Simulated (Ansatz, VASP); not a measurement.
# Two plane-wave programs on AlP

```
CELL_PARAMETERS angstrom
0.00000 2.85246 2.85246
2.85246 0.00000 2.85246
2.85246 2.85246 0.00000
ATOMIC_POSITIONS crystal
Al 0.75000 0.75000 0.75000
P 0.00000 0.00000 0.00000
```

Alike in both runs: task single point; functional PBE; k mesh 6 × 6 × 6; occupations gaussian, width 0.1 eV; no spin polarisation.

|  | VASP | Ansatz |
| --- | --- | --- |
| version | VASP 6.6.1 | Ansatz 0.2.0 |
| potentials or method | VASP PAW PBE potentials, release 64 (Al, P), cutoff 500 eV | scalar-relativistic, plane waves, PAW |
| valence electrons in the cell | 8 | 8 |

```csv
,VASP,Ansatz,Ansatz less VASP
gap on the k mesh at the Fermi level (eV),1.81,1.81,+0.001
least direct gap on the mesh (eV),2.21,2.22,+0.003
pressure (GPa),-7.0,-7.0,+0.07
```
